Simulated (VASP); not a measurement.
# ScSi5 (P-4m2) in VASP: further runs

ScSi5 is run at these levels: PBE; tasks: single point, relaxation of cell and atoms.

Program: VASP 6.6.1. These are calculated values, not measurements. Logs are shortened: lines on timing, memory, paths and dates and some standing lists are left out, and cuts for length are marked.

### Step 1. The cell of the first run

Symmetry: P-4m2, No. 115, tetragonal system. Conventional cell: a = 4.973 Å, b = 4.973 Å, c = 4.618 Å, α = 90.00°, β = 90.00°, γ = 90.00°. Within 3.7 Å of Sc (site symmetry -4m2) lie 8 Si at 2.79 Å. Si (site symmetry m) has 5 Si at 2.19 to 2.68 Å and 2 Sc at 2.79 Å within 2.9 Å. Within 2.9 Å of Si (site symmetry -4m2) lie 4 Si at 2.21 Å.

### Step 2. Single point, PBE

File INCAR:

```
SYSTEM = ScSi5
  PREC = Accurate
  ENCUT = 520
  EDIFF = 1E-6
  ISMEAR = 0
  SIGMA = 0.1
  LREAL = .False.
  LASPH = .True.
  NELM = 100
  ALGO = Normal
  ISIF = 2
  LWAVE = .False.
  LCHARG = .False.
  GGA = PE
  NBANDS = 24
```

File KPOINTS:

```
regular mesh
0
Gamma
  4 4 4
  0 0 0
```

File POSCAR:

```
ScSi5
1.0
    4.9729450500      0.0000000000      0.0000000000
    0.0000000000      4.9729450500      0.0000000000
    0.0000000000      0.0000000000      4.6182867300
Sc Si
1 5
Direct
    0.5000000000      0.5000000000      0.5000000000
    0.0000000000      0.2696323400      0.6193693800
    0.2696323400      0.0000000000      0.3806306200
    0.7303676600      0.0000000000      0.3806306200
    0.0000000000      0.7303676600      0.6193693800
    0.0000000000      0.0000000000      0.0000000000
```

Potentials or basis: VASP PAW PBE potentials, release 64 (Sc_sv, Si).

Started as:

```console
cat potpaw_PBE.64/Sc_sv/POTCAR potpaw_PBE.64/Si/POTCAR > POTCAR
mpirun -np 1 vasp_std > vasp.out
```

OUTCAR:

```text
SYSTEM = ScSi5
   PREC = Accurate
   ENCUT = 520
   EDIFF = 1E-6
   ISMEAR = 0
   LREAL = .False.
   LASPH = .True.
   NELM = 100
   ISIF = 2
   GGA = PE

 ion  position               nearest neighbor table
   1  0.500  0.500  0.500-   2 2.79   3 2.79   4 2.79   5 2.79   3 2.79   4 2.79   2 2.79   5 2.79

   2  0.000  0.270  0.619-   3 2.19   4 2.19   6 2.21   5 2.29   5 2.68   1 2.79   1 2.79
   3  0.270  0.000  0.381-   2 2.19   5 2.19   6 2.21   4 2.29   4 2.68   1 2.79   1 2.79
   4  0.730  0.000  0.381-   2 2.19   5 2.19   6 2.21   3 2.29   3 2.68   1 2.79   1 2.79
   5  0.000  0.730  0.619-   3 2.19   4 2.19   6 2.21   2 2.29   2 2.68   1 2.79   1 2.79
   6  0.000  0.000  0.000-   2 2.21   3 2.21   4 2.21   5 2.21

  LATTYP: Found a simple tetragonal cell.
 ALAT       =     4.9729450500
 C/A-ratio  =     0.9286824374

  Lattice vectors:

 A1 = (   4.9729450500,   0.0000000000,   0.0000000000)
 A2 = (   0.0000000000,   4.9729450500,   0.0000000000)
 A3 = (   0.0000000000,   0.0000000000,   4.6182867300)

Analysis of symmetry for initial positions (statically):
=====================================================================
 Subroutine PRICEL returns:
 Original cell was already a primitive cell.

 Routine SETGRP: Setting up the symmetry group for a
 simple tetragonal supercell.

 Subroutine GETGRP returns: Found  8 space group operations
 (whereof  8 operations were pure point group operations)
 out of a pool of 16 trial point group operations.

The static configuration has the point symmetry D_2d.

Analysis of symmetry for dynamics (positions and initial velocities):
=====================================================================
 Subroutine PRICEL returns:
 Original cell was already a primitive cell.

 Routine SETGRP: Setting up the symmetry group for a
 simple tetragonal supercell.

 Subroutine GETGRP returns: Found  8 space group operations
 (whereof  8 operations were pure point group operations)
 out of a pool of 16 trial point group operations.

The dynamic configuration has the point symmetry D_2d.

 Subroutine INISYM returns: Found  8 space group operations
 (whereof  8 operations are pure point group operations),
 and found     1 'primitive' translations

----------------------------------------------------------------------------------------

                                     Primitive cell

  volume of cell :     114.2111

  direct lattice vectors                    reciprocal lattice vectors
     4.972945050  0.000000000  0.000000000     0.201088086  0.000000000  0.000000000
     0.000000000  4.972945050  0.000000000     0.000000000  0.201088086  0.000000000
     0.000000000  0.000000000  4.618286730     0.000000000  0.000000000  0.216530514

  length of vectors
     4.972945050  4.972945050  4.618286730     0.201088086  0.201088086  0.216530514

  position of ions in fractional coordinates (direct lattice)
     0.500000000  0.500000000  0.500000000
     0.000000000  0.269632340  0.619369380
     0.269632340  0.000000000  0.380630620
     0.730367660  0.000000000  0.380630620
     0.000000000  0.730367660  0.619369380
     0.000000000  0.000000000  0.000000000

  ion indices of the primitive-cell ions
   primitive index   ion index
                 1           1
                 2           2
                 3           3
                 4           4
                 5           5
                 6           6

----------------------------------------------------------------------------------------

 KPOINTS: regular mesh

Automatic generation of k-mesh.
 Grid dimensions read from file:
 generate k-points for:    4    4    4

 Generating k-lattice:

  Cartesian coordinates                     Fractional coordinates (reciprocal lattice)
     0.050272021  0.000000000  0.000000000     0.250000000  0.000000000  0.000000000
     0.000000000  0.050272021  0.000000000     0.000000000  0.250000000  0.000000000
     0.000000000  0.000000000  0.054132629     0.000000000  0.000000000  0.250000000

  Length of vectors
     0.050272021  0.050272021  0.054132629

  Shift w.r.t. Gamma in fractional coordinates (k-lattice)
     0.000000000  0.000000000  0.000000000

 Subroutine IBZKPT returns following result:
 ===========================================

 Found     18 irreducible k-points:

 Following reciprocal coordinates:
            Coordinates               Weight
  0.000000  0.000000  0.000000      1.000000
  0.250000  0.000000  0.000000      4.000000
  0.500000  0.000000  0.000000      2.000000
  0.250000  0.250000  0.000000      4.000000
  0.500000  0.250000  0.000000      4.000000
  0.500000  0.500000  0.000000      1.000000
[... 10 lines left out ...]
  0.500000  0.250000  0.500000      4.000000
  0.500000  0.500000  0.500000      1.000000
   k-points           NKPTS =     18   k-points in BZ     NKDIM =     18   number of bands    NBANDS=     24
   number of dos      NEDOS =    301   number of ions     NIONS =      6
   total plane-waves  NPLWV =  57600
   dimension x,y,z NGX =    40 NGY =   40 NGZ =   36
   dimension x,y,z NGXF=    80 NGYF=   80 NGZF=   72
   ions per type =               1   5
   NGX,Y,Z   is equivalent  to a cutoff of  13.37, 13.37, 12.96 a.u.
   NGXF,Y,Z  is equivalent  to a cutoff of  26.74, 26.74, 25.92 a.u.
 SYSTEM =  ScSi5
   PREC   = accura    normal or accurate (medium, high low for compatibility)
   ISTART =      0    job   : 0-new  1-cont  2-samecut
   ICHARG =      2    charge: 1-file 2-atom 10-const
   ISPIN  =      1    spin polarized calculation?
   LNONCOLLINEAR =      F non collinear calculations
   LSORBIT =      F    spin-orbit coupling
   LASPH  =      T    aspherical Exc in radial PAW
   ENCUT  =  520.0 eV  38.22 Ry    6.18 a.u.   9.25  9.25  8.59*2*pi/ulx,y,z
   NELM   =    100;   NELMIN=  2; NELMDL= -5     # of ELM steps
   EDIFF  = 0.1E-05   stopping-criterion for ELM
   LREAL  =      F    real-space projection
   EDIFFG = 0.1E-04   stopping-criterion for IOM
   NSW    =      0    number of steps for IOM
   IBRION =     -1    ionic relax: 0-MD 1-quasi-New 2-CG
   NFREE  =      0    steps in history (QN), initial steepest desc. (CG)
   ISIF   =      2    stress and relaxation
   ISYM   =      2    0-nonsym 1-usesym 2-fastsym
   POTIM  = 0.5000    time-step for ionic-motion
   TEBEG  =    0.0;   TEEND  =   0.0 temperature during run
   PSTRESS=    0.0 pullay stress
   NELECT =      31.0000    total number of electrons
   NUPDOWN=      -1.0000    fix difference up-down
   EMIN   =  10.00;   EMAX   =-10.00  energy-range for DOS
   EFERMI =   0.00;   METHOD = LEGACY
   ISMEAR =     0;   SIGMA  =   0.10  broadening in eV -4-tet -1-fermi 0-gaus
   EFERMI_NEDOS =   21; number of points for ismear=-14 and -15
   IALGO  =     38    algorithm
   IMIX   =      4    mixing-type and parameters
     AMIX     =   0.40;   BMIX     =  1.00
     AMIX_MAG =   1.60;   BMIX_MAG =  1.00
  volume/ion in A,a.u.               =      19.04       128.46
  Fermi-wavevector in a.u.,A,eV,Ry     =   1.059968  2.003049 15.286576  1.123532
  Thomas-Fermi vector in A             =   2.195332
   LORBIT       =      0    0 simple, 1 ext, 2 COOP (PROOUT), +10 PAW based schemes
   GGA     = PE    functional components
   LHFCALC =     F    Hartree Fock is set to
   AEXX    =    0.0000 exact exchange contribution
   IVDW    =     0    specifies the selected vdW correction
   LEPSILON=     F    determine dielectric tensor
   LRPA    =     F    only Hartree local field effects (RPA)
 non-spin polarized calculation
 Gauss-broadening in eV      SIGMA  =   0.10
  energy-cutoff  :      520.00
  volume of cell :      114.21
 maximum number of plane-waves:      3096
 NGX is ok and might be reduce to    40
   NGX = 19   NGY = 19   NGZ = 17

 number of electron      31.0000000 magnetization

 Free energy of the ion-electron system (eV)
  ---------------------------------------------------
  ext. energy  EPLUGINS =         0.00000000
  ---------------------------------------------------
  free energy    TOTEN  =       -30.35719283 eV

  energy without entropy =      -30.34205553  energy(sigma->0) =      -30.34962418

 E-fermi :   6.8235     XC(G=0):  -9.6150

 val. band max:        6.7291613310   @ k =   0.5000   0.0000   0.5000
 cond. band min:       6.8430289269   @ k =   0.5000   0.0000   0.2500
 fundamental gap:      0.1138675959
 Fermi energy:         6.8235466957

 k-point     1 :       0.0000    0.0000    0.0000
  band No.  band energies     occupation
      1     -43.0232      2.00000
      2     -21.8362      2.00000
      3     -21.6592      2.00000
      4     -21.6592      2.00000
      5      -7.6178      2.00000
      6      -1.7425      2.00000
[... 16 lines left out ...]
     23       9.4948      0.00000
     24       9.6014      0.00000

 k-point     2 :       0.2500    0.0000    0.0000
  band No.  band energies     occupation
      1     -43.0231      2.00000
      2     -21.8361      2.00000
      3     -21.6623      2.00000
      4     -21.6589      2.00000
      5      -7.4378      2.00000
      6      -2.8634      2.00000
[... 16 lines left out ...]
     23       9.5420      0.00000
     24      10.3839      0.00000

 k-point     3 :       0.5000    0.0000    0.0000
  band No.  band energies     occupation
      1     -43.0231      2.00000
      2     -21.8360      2.00000
      3     -21.6654      2.00000
      4     -21.6586      2.00000
      5      -7.2185      2.00000
      6      -3.6730      2.00000
[... 16 lines left out ...]
     23       9.7578      0.00000
     24      10.0300      0.00000
[... 352 lines left out ...]
 k-point    17 :       0.5000    0.2500    0.5000
  band No.  band energies     occupation
      1     -43.0229      2.00000
      2     -21.8396      2.00000
      3     -21.6645      2.00000
      4     -21.6612      2.00000
      5      -6.3554      2.00000
      6      -3.9138      2.00000
[... 16 lines left out ...]
     23      10.1920      0.00000
     24      10.4148      0.00000

 k-point    18 :       0.5000    0.5000    0.5000
  band No.  band energies     occupation
      1     -43.0229      2.00000
      2     -21.8394      2.00000
      3     -21.6641      2.00000
      4     -21.6641      2.00000
      5      -6.1719      2.00000
      6      -3.7592      2.00000
[... 16 lines left out ...]
     23      10.9517      0.00000
     24      10.9517      0.00000

------------------------ aborting loop because EDIFF is reached ----------------------------------------

  FORCE on cell =-STRESS in cart. coord.  units (eV):
  Direction    XX          YY          ZZ          XY          YZ          ZX
  --------------------------------------------------------------------------------------
  -------------------------------------------------------------------------------------
  Total       13.0289659     13.0289659     16.3926024      0.0000000      0.0000000      0.0000000
  in kB      182.7731165    182.7731165    229.9589274      0.0000000      0.0000000      0.0000000
  external PRESSURE =     198.5017201 kB  Pullay stress =       0.0000000 kB

 VOLUME and BASIS-vectors are now :
 -----------------------------------------------------------------------------
  energy-cutoff  :      520.00
  volume of cell :      114.21
      direct lattice vectors                 reciprocal lattice vectors
     4.972945050  0.000000000  0.000000000     0.201088086  0.000000000  0.000000000
     0.000000000  4.972945050  0.000000000     0.000000000  0.201088086  0.000000000
     0.000000000  0.000000000  4.618286730     0.000000000  0.000000000  0.216530514

 POSITION                                       TOTAL-FORCE (eV/Angst)
 -----------------------------------------------------------------------------------
      2.48647      2.48647      2.30914         0.000000      0.000000      0.000000
      0.00000      1.34087      2.86043         0.000000      3.385028      1.753853
      1.34087      0.00000      1.75786         3.385028      0.000000     -1.753853
      3.63208      0.00000      1.75786        -3.385028      0.000000     -1.753853
      0.00000      3.63208      2.86043         0.000000     -3.385028      1.753853
      0.00000      0.00000      0.00000         0.000000      0.000000      0.000000
 -----------------------------------------------------------------------------------
    total drift:                               -0.000000      0.000000     -0.000000

  FREE ENERGIE OF THE ION-ELECTRON SYSTEM (eV)
  ---------------------------------------------------
  free  energy   TOTEN  =       -30.3571928341 eV

  energy  without entropy=      -30.3420555304  energy(sigma->0) =      -30.34962418
```

Run time: 42 s. Hardware: 1 thread of Intel Xeon Platinum 8124M at 3.00GHz (Skylake/Cascade Lake), shared host; peak memory 0.24 GiB.

Results:

```yaml
Free_energy: -30.3572 eV
Pressure: 19.9 GPa
Largest_force: 3.812 eV/Å
```

Forces in eV/Å, atoms in the order of the input:
```
Sc   0.000  0.000  0.000
Si   0.000  3.385  1.754
Si   3.385  0.000 -1.754
Si  -3.385  0.000 -1.754
Si   0.000 -3.385  1.754
Si   0.000  0.000  0.000
```

Stress tensor (GPa, compression positive):
```
18.28  0.00  0.00
 0.00 18.28  0.00
 0.00  0.00 23.00
```

Levels at points of the mesh, in eV from the Fermi level:
```csv
k point,band 12,band 13,band 14,band 15,band 16,band 17,band 18,band 19
"(0.00, 0.00, 0.00)",-3.40,-2.07,-2.07,0.06,0.06,0.19,0.92,1.42
"(0.50, 0.00, 0.00)",-3.72,-2.96,-1.78,-0.55,-0.18,0.20,0.44,0.67
"(0.50, 0.50, 0.00)",-3.46,-2.41,-2.41,-1.50,-0.73,0.10,0.49,0.49
"(0.00, 0.00, 0.50)",-4.23,-3.23,-2.48,-1.13,0.54,0.54,1.32,1.95
"(0.50, 0.00, 0.50)",-3.44,-2.62,-2.02,-0.39,-0.09,0.23,0.92,1.53
"(0.50, 0.50, 0.50)",-1.75,-1.52,-1.52,-1.48,-0.67,0.47,1.40,1.40
```

Caveat: forces of over 1 eV/Å act on the atoms, so gaps and moduli don't describe the material at rest.

### Step 3. Single point, PBE

This run uses another cell than the first one, of 22.74 Å³/atom, 1.195 times its volume.

File INCAR:

```
ALGO     = Normal         # electronic algorithm
EDIFF    = 1E-7           # SCF threshold, eV
ENCUT    = 520            # plane-wave cutoff, eV
GGA      = PE             # functional
ISIF     = 2              # what is computed and relaxed
ISMEAR   = 0              # smearing method
LASPH    = True           # aspherical terms in the spheres
LCHARG   = False          # write CHGCAR
LREAL    = False          # projectors in reciprocal space
LWAVE    = False          # write WAVECAR
NBANDS   = 24             # bands
NELM     = 100            # most SCF steps
PREC     = Accurate       # precision mode
SIGMA    = 0.1            # smearing width, eV
```

File KPOINTS:

```
k-points
0
Gamma
  8 8 8
```

File POSCAR:

```
ScSi5
1.0
    5.1436255129      0.0000000000      0.0000000000
    0.0000000000      5.1436255129      0.0000000000
    0.0000000000      0.0000000000      5.1575659519
Sc Si
1 5
Direct
    0.5000000000      0.5000000000      0.5000000000
    0.0000000000      0.2785644002      0.6425021733
    0.2785644002      0.0000000000      0.3574978267
    0.7214355998      0.0000000000      0.3574978267
    0.0000000000      0.7214355998      0.6425021733
    0.0000000000      0.0000000000      0.0000000000
```

Potentials or basis: VASP PAW PBE potentials, release 64 (Sc_sv, Si).

Started as:

```console
cat potpaw_PBE.64/Sc_sv/POTCAR potpaw_PBE.64/Si/POTCAR > POTCAR
mpirun -np 1 vasp_std > vasp.out
```

It took 3.7 min on 1 thread of Intel Xeon Platinum 8259CL at 2.50GHz (Skylake/Cascade Lake), shared host; peak memory 0.36 GiB.

Results (log left out):

| Quantity | Value |
| --- | --- |
| Free energy | -32.2355 eV |
| Pressure | 0.0 GPa |
| Largest force | 0.006 eV/Å |

Forces on the atoms (eV/Å):
```
Sc   0.000  0.000  0.000
Si   0.000 -0.006  0.002
Si  -0.006  0.000 -0.002
Si   0.006  0.000 -0.002
Si   0.000  0.006  0.002
Si   0.000  0.000  0.000
```

Levels at points of the mesh, in eV from the Fermi level:
| k point | band 14 | band 15 | band 16 | band 17 | band 18 | band 19 |
| --- | --- | --- | --- | --- | --- | --- |
| (0.00, 0.00, 0.00) | -2.27 | -0.49 | -0.49 | 0.26 | 0.36 | 0.93 |
| (0.50, 0.00, 0.00) | -1.84 | -0.21 | -0.01 | 0.21 | 0.30 | 0.75 |
| (0.50, 0.50, 0.00) | -2.50 | -0.98 | -0.53 | 0.33 | 0.65 | 0.65 |
| (0.00, 0.00, 0.50) | -2.29 | -1.03 | 0.27 | 0.27 | 1.12 | 1.29 |
| (0.50, 0.00, 0.50) | -2.34 | -0.28 | -0.09 | 0.23 | 0.93 | 1.14 |
| (0.50, 0.50, 0.50) | -1.32 | -1.32 | -0.22 | 0.72 | 1.09 | 1.32 |

[end of part 1 of 2]
